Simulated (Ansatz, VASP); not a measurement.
## TiSi in VASP and in Ansatz

```
Ti Si
1.0
     6.30660    0.00000    0.00000
     0.00000    3.52641    0.00000
     0.00000    0.00000    5.06301
Ti Si
4 4
Direct
  0.67599 0.25000 0.37139
  0.32401 0.75000 0.62861
  0.82401 0.75000 0.87139
  0.17599 0.25000 0.12861
  0.54389 0.25000 0.85535
  0.45611 0.75000 0.14465
  0.95611 0.75000 0.35535
  0.04389 0.25000 0.64465
```

Change from the starting cell: strain -0.030 along x and y, +0.015 along z, atoms carried along.

Alike in both runs: task single point; functional r2SCAN; k mesh 6 × 12 × 8; occupations gaussian, width 0.15 eV; no spin polarisation.

```csv
,VASP,Ansatz
version,VASP 6.6.1,Ansatz 0.2.0
potentials or method,"VASP PAW PBE potentials, release 64 (Ti_sv, Si), cutoff 520 eV","scalar-relativistic, plane waves, PAW"
valence electrons in the cell,64,64
```

Ansatz gave:

- gap on the k mesh at the Fermi level (eV): none
- pressure (GPa): 8.0
- traceless stress, the component that is largest in VASP (GPa): -9.10
- rms of the force components (eV/Å): 0.160

Q: What did VASP give for the same quantities?

A: gap on the k mesh at the Fermi level (eV): none; pressure (GPa): 8.4; traceless stress, the component that is largest in VASP (GPa): -9.09; rms of the force components (eV/Å): 0.161.

VASP's potentials were made for PBE, not for r2SCAN. Atom by atom the forces differ by 0.005 eV/Å (rms over components). A gap of «none» marks a metal or a gap that the smearing closes.
